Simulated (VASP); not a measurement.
# Si (P6_3/mmc) in VASP: a series of runs

Si is run at these levels: LDA; tasks: relaxation of cell and atoms, single point.

All numbers are computed with VASP 6.6.1; they aren't measurements. Logs are shortened: lines on timing, memory, paths and dates and some standing lists are left out, and cuts for length are marked.

**1. The cell of the first run**

Symmetry: P6_3/mmc, No. 194, hexagonal system. The conventional cell has a = 2.769 Å, b = 2.769 Å, c = 4.522 Å, α = 90.00°, β = 90.00°, γ = 120.00°. Si (site symmetry -6m2) has 12 Si at 2.77 Å within 3.6 Å.

**2. Relaxation of cell and atoms, LDA**

The input, INCAR:

```
PREC = Accurate
ENCUT = 600
EDIFF = 1E-7
ISMEAR = -1
SIGMA = 0.1
LREAL = False
LASPH = True
NELM = 80
ALGO = Normal
ISIF = 3
LWAVE = False
LCHARG = False
IBRION = 2
NSW = 80
EDIFFG = -0.01
```

The input, KPOINTS:

```
Automatic mesh
0
Gamma
  13 13 7
```

The input, POSCAR:

```
Si
1.0
    2.7691764586      0.0000000000      0.0000000000
   -1.3845882293      2.3981771607      0.0000000000
    0.0000000000      0.0000000000      4.5220651569
Si
2
Direct
    0.3333333333      0.6666666667      0.2500000000
    0.6666666667      0.3333333333      0.7500000000
```

Potentials or basis: VASP PAW LDA potentials, release 64 (Si).

Run with:

```bash
$ cat potpaw_LDA.64/Si/POTCAR > POTCAR
$ mpirun -np 1 vasp_std > vasp.out
```

OUTCAR:

```text
PREC = Accurate
   ENCUT = 600
   EDIFF = 1E-7
   ISMEAR = -1
   LREAL = False
   LASPH = True
   NELM = 80
   ISIF = 3
   IBRION = 2
   NSW = 80
   EDIFFG = -0.01

 ion  position               nearest neighbor table
   1  0.333  0.667  0.250-   2 2.77   2 2.77   2 2.77   2 2.77   2 2.77   2 2.77
   2  0.667  0.333  0.750-   1 2.77   1 2.77   1 2.77   1 2.77   1 2.77   1 2.77

  LATTYP: Found a hexagonal cell.
 ALAT       =     2.7691764586
 C/A-ratio  =     1.6330000000

  Lattice vectors:

 A1 = (   2.7691764586,   0.0000000000,   0.0000000000)
 A2 = (  -1.3845882293,   2.3981771607,   0.0000000000)
 A3 = (   0.0000000000,   0.0000000000,   4.5220651569)

Analysis of symmetry for initial positions (statically):
=====================================================================
 Subroutine PRICEL returns:
 Original cell was already a primitive cell.

 Routine SETGRP: Setting up the symmetry group for a
 hexagonal supercell.

 Subroutine GETGRP returns: Found 24 space group operations
 (whereof 12 operations were pure point group operations)
 out of a pool of 24 trial point group operations.

The static configuration has the point symmetry D_3d.
 The point group associated with its full space group is D_6h.

Analysis of symmetry for dynamics (positions and initial velocities):
=====================================================================
 Subroutine PRICEL returns:
 Original cell was already a primitive cell.

 Routine SETGRP: Setting up the symmetry group for a
 hexagonal supercell.

 Subroutine GETGRP returns: Found 24 space group operations
 (whereof 12 operations were pure point group operations)
 out of a pool of 24 trial point group operations.

The dynamic configuration has the point symmetry D_3d.
 The point group associated with its full space group is D_6h.

 Subroutine INISYM returns: Found 24 space group operations
 (whereof 12 operations are pure point group operations),
 and found     1 'primitive' translations

----------------------------------------------------------------------------------------

                                     Primitive cell

  volume of cell :      30.0309

  direct lattice vectors                    reciprocal lattice vectors
     2.769176459  0.000000000  0.000000000     0.361118193  0.208491686  0.000000000
    -1.384588229  2.398177161  0.000000000     0.000000000  0.416983372  0.000000000
     0.000000000  0.000000000  4.522065157     0.000000000  0.000000000  0.221137902

  length of vectors
     2.769176459  2.769176459  4.522065157     0.416983372  0.416983372  0.221137902

  position of ions in fractional coordinates (direct lattice)
     0.333333333  0.666666667  0.250000000
     0.666666667  0.333333333  0.750000000

  ion indices of the primitive-cell ions
   primitive index   ion index
                 1           1
                 2           2

----------------------------------------------------------------------------------------

 KPOINTS: Automatic mesh

Automatic generation of k-mesh.
 Grid dimensions read from file:
 generate k-points for:   13   13    7

 Generating k-lattice:

  Cartesian coordinates                     Fractional coordinates (reciprocal lattice)
     0.027778323  0.016037822  0.000000000     0.076923077  0.000000000  0.000000000
     0.000000000  0.032075644  0.000000000     0.000000000  0.076923077  0.000000000
     0.000000000  0.000000000  0.031591129     0.000000000  0.000000000  0.142857143

  Length of vectors
     0.032075644  0.032075644  0.031591129

  Shift w.r.t. Gamma in fractional coordinates (k-lattice)
     0.000000000  0.000000000  0.000000000

 Subroutine IBZKPT returns following result:
 ===========================================

 Found     84 irreducible k-points:

 Following reciprocal coordinates:
            Coordinates               Weight
  0.000000  0.000000  0.000000      1.000000
  0.076923 -0.000000  0.000000      6.000000
  0.153846 -0.000000  0.000000      6.000000
  0.230769  0.000000  0.000000      6.000000
  0.307692 -0.000000  0.000000      6.000000
  0.384615 -0.000000  0.000000      6.000000
[... 16 lines left out ...]
  0.076923 -0.000000  0.142857     12.000000
  0.153846 -0.000000  0.142857     12.000000
 [... further k-points ...]
   k-points           NKPTS =     84   k-points in BZ     NKDIM =     84   number of bands    NBANDS=      8
   number of dos      NEDOS =    301   number of ions     NIONS =      2
   total plane-waves  NPLWV =  20736
   dimension x,y,z NGX =    24 NGY =   24 NGZ =   36
   dimension x,y,z NGXF=    48 NGYF=   48 NGZF=   72
   ions per type =               2
   NGX,Y,Z   is equivalent  to a cutoff of  14.41, 14.41, 13.23 a.u.
   NGXF,Y,Z  is equivalent  to a cutoff of  28.82, 28.82, 26.47 a.u.
 SYSTEM =  unknown system
   PREC   = accura    normal or accurate (medium, high low for compatibility)
   ISTART =      0    job   : 0-new  1-cont  2-samecut
   ICHARG =      2    charge: 1-file 2-atom 10-const
   ISPIN  =      1    spin polarized calculation?
   LNONCOLLINEAR =      F non collinear calculations
   LSORBIT =      F    spin-orbit coupling
   LASPH  =      T    aspherical Exc in radial PAW
   ENCUT  =  600.0 eV  44.10 Ry    6.64 a.u.   5.53  5.53  9.03*2*pi/ulx,y,z
   NELM   =     80;   NELMIN=  2; NELMDL= -5     # of ELM steps
   EDIFF  = 0.1E-06   stopping-criterion for ELM
   LREAL  =      F    real-space projection
   EDIFFG = -.1E-01   stopping-criterion for IOM
   NSW    =     80    number of steps for IOM
   IBRION =      2    ionic relax: 0-MD 1-quasi-New 2-CG
   NFREE  =      1    steps in history (QN), initial steepest desc. (CG)
   ISIF   =      3    stress and relaxation
   ISYM   =      2    0-nonsym 1-usesym 2-fastsym
   POTIM  = 0.5000    time-step for ionic-motion
   TEBEG  =    0.0;   TEEND  =   0.0 temperature during run
   PSTRESS=    0.0 pullay stress
   NELECT =       8.0000    total number of electrons
   NUPDOWN=      -1.0000    fix difference up-down
   EMIN   =  10.00;   EMAX   =-10.00  energy-range for DOS
   EFERMI =   0.00;   METHOD = LEGACY
   ISMEAR =    -1;   SIGMA  =   0.10  broadening in eV -4-tet -1-fermi 0-gaus
   EFERMI_NEDOS =   21; number of points for ismear=-14 and -15
   IALGO  =     38    algorithm
   IMIX   =      4    mixing-type and parameters
     AMIX     =   0.40;   BMIX     =  1.00
     AMIX_MAG =   1.60;   BMIX_MAG =  1.00
  volume/ion in A,a.u.               =      15.02       101.33
  Fermi-wavevector in a.u.,A,eV,Ry     =   1.053372  1.990585 15.096934  1.109593
  Thomas-Fermi vector in A             =   2.188491
   LORBIT       =      0    0 simple, 1 ext, 2 COOP (PROOUT), +10 PAW based schemes
   GGA     = CA    functional components
   LHFCALC =     F    Hartree Fock is set to
   AEXX    =    0.0000 exact exchange contribution
   IVDW    =     0    specifies the selected vdW correction
   LEPSILON=     F    determine dielectric tensor
   LRPA    =     F    only Hartree local field effects (RPA)
 conjugate gradient relaxation of ions
 non-spin polarized calculation
  energy-cutoff  :      600.00
  volume of cell :       30.03
 maximum number of plane-waves:      1026
 NGX is ok and might be reduce to    24
   NGX = 11   NGY = 11   NGZ = 19

--------------------------------------- Ionic step        1  -------------------------------------------

 number of electron       8.0000001 magnetization

 Free energy of the ion-electron system (eV)
  ---------------------------------------------------
  ext. energy  EPLUGINS =         0.00000000
  ---------------------------------------------------
  free energy    TOTEN  =       -11.03091597 eV

  energy without entropy =      -11.00379908  energy(sigma->0) =      -11.01735753

 E-fermi :   9.6414     XC(G=0): -11.1168

 val. band max:        9.5870726931   @ k =   0.3077   0.1538   0.2857
 cond. band min:       9.6438391794   @ k =   0.2308   0.1538   0.0000
 fundamental gap:      0.0567664864
 Fermi energy:         9.6414459778

 k-point     1 :       0.0000    0.0000    0.0000
  band No.  band energies     occupation
      1      -4.4187      2.00000
      2       2.1470      2.00000
      3       2.9789      2.00000
      4      17.3611      0.00000
      5      17.3611      0.00000
      6      18.9249      0.00000
      7      18.9249      0.00000
      8      20.3043      0.00000
[... 243 lines left out ...]
 k-point    24 :       0.1538   -0.0000    0.1429
  band No.  band energies     occupation
      1      -3.6803      2.00000
      2       1.2749      2.00000
      3       5.2546      2.00000
      4      12.8652      0.00000
      5      15.3995      0.00000
      6      17.0406      0.00000
      7      17.5746      0.00000
      8      19.0914      0.00000

 [... further k-points ...]
[... 5 lines left out ...]
  --------------------------------------------------------------------------------------
  -------------------------------------------------------------------------------------
  Total       -1.2551010     -1.2551010     -1.1619290      0.0000000      0.0000000     -0.0000000
  in kB      -66.9607874    -66.9607874    -61.9899761      0.0000000      0.0000000     -0.0000000
  external PRESSURE =     -65.3038503 kB  Pullay stress =       0.0000000 kB
[... 89 lines left out ...]
  FREE ENERGIE OF THE ION-ELECTRON SYSTEM (eV)
  ---------------------------------------------------
  free  energy   TOTEN  =       -11.0822957652 eV

  energy  without entropy=      -11.0573695704  energy(sigma->0) =      -11.06983267

[... ionic steps 4 to 8 ...]

--------------------------------------- Ionic step        9  -------------------------------------------

 number of electron       8.0000000 magnetization

------------------------ aborting loop because EDIFF is reached ----------------------------------------
[... 67 lines left out ...]
--------------------------------------- Ionic step       11  -------------------------------------------

 number of electron       8.0000001 magnetization

 Free energy of the ion-electron system (eV)
  ---------------------------------------------------
  ext. energy  EPLUGINS =         0.00000000
  ---------------------------------------------------
  free energy    TOTEN  =       -11.08372207 eV

  energy without entropy =      -11.06085436  energy(sigma->0) =      -11.07228821

 E-fermi :  10.7171     XC(G=0): -11.4419

 val. band max:       10.6537581760   @ k =   0.4615  -0.0000   0.1429
 cond. band min:      10.7569072149   @ k =   0.4615   0.0769   0.0000
 fundamental gap:      0.1031490388
 Fermi energy:        10.7171366132

 k-point     1 :       0.0000    0.0000    0.0000
  band No.  band energies     occupation
      1      -4.0855      2.00000
      2       2.5532      2.00000
      3       3.4032      2.00000
      4      19.6233      0.00000
      5      19.6233      0.00000
      6      20.9465      0.00000
      7      20.9465      0.00000
      8      21.5577      0.00000
[... 243 lines left out ...]
 k-point    24 :       0.1538   -0.0000    0.1429
  band No.  band energies     occupation
      1      -3.2978      2.00000
      2       1.7136      2.00000
      3       5.7405      2.00000
      4      14.5392      0.00000
      5      17.3214      0.00000
      6      18.8075      0.00000
      7      18.9811      0.00000
      8      20.3978      0.00000

 [... further k-points ...]
[... 5 lines left out ...]
  --------------------------------------------------------------------------------------
  -------------------------------------------------------------------------------------
  Total       -0.0084615     -0.0084615      0.0080057      0.0000000      0.0000000      0.0000000
  in kB       -0.4894722     -0.4894722      0.4631026      0.0000000      0.0000000      0.0000000
  external PRESSURE =      -0.1719473 kB  Pullay stress =       0.0000000 kB
[... 17 lines left out ...]
  FREE ENERGIE OF THE ION-ELECTRON SYSTEM (eV)
  ---------------------------------------------------
  free  energy   TOTEN  =       -11.0837220684 eV

  energy  without entropy=      -11.0608543601  energy(sigma->0) =      -11.07228821

 reached required accuracy - stopping structural energy minimisation
```

Wall time 56 s (1 thread of AMD EPYC 9R45 (Zen 5), shared host); peak memory 0.12 GiB.

What came out:

| Item | Value |
| --- | --- |
| Free energy | -11.0837 eV |
| Relaxed volume | 13.85 Å³/atom |
| Relaxed cell | a = 2.668 Å, b = 2.668 Å, c = 4.494 Å, α = 90.00°, β = 90.00°, γ = 120.00° |
| Space group after relaxing (to 0.05 Å) | P6_3/mmc (No. 194) |
| Energy gained by relaxing | 26.4 meV/atom |
| Ionic steps | 11 |
| Pressure after relaxing | 0.0 GPa |
| Band gap on the k mesh | zero (band 4 reaches 19.62 eV, above the bottom of band 5 at 7.52 eV) |

Stress tensor (GPa, compression positive):
```
-0.05  0.00  0.00
 0.00 -0.05  0.00
 0.00  0.00  0.05
```

Step by step:
| step | energy change (eV) | largest force (eV/Å) | pressure (GPa) | volume (Å³) |
| --- | --- | --- | --- | --- |
| 1 | 0.0000 | 0.0000 | -6.53 | 30.03 |
| 2 | -0.0508 | 0.0000 | 0.78 | 27.45 |
| 3 | -0.0514 | 0.0000 | 0.02 | 27.67 |
| 4 | -0.0514 | 0.0000 | -0.13 | 27.71 |
| 5 | -0.0515 | 0.0000 | -0.13 | 27.71 |
| 6 | -0.0518 | 0.0000 | -0.11 | 27.71 |
| 7 | -0.0524 | 0.0000 | -0.06 | 27.70 |
| 8 | -0.0521 | 0.0000 | 0.05 | 27.68 |
| 9 | -0.0527 | 0.0000 | -0.03 | 27.70 |
| 10 | -0.0526 | 0.0000 | 0.02 | 27.69 |
| 11 | -0.0528 | 0.0000 | -0.02 | 27.70 |

Final structure:
```
CELL_PARAMETERS angstrom
2.66755 0.00000 0.00000
-1.33377 2.31016 0.00000
0.00000 0.00000 4.49445
ATOMIC_POSITIONS crystal
Si 0.33333 0.66667 0.25000
Si 0.66667 0.33333 0.75000
```

(Part 1 of 2 ends here.)
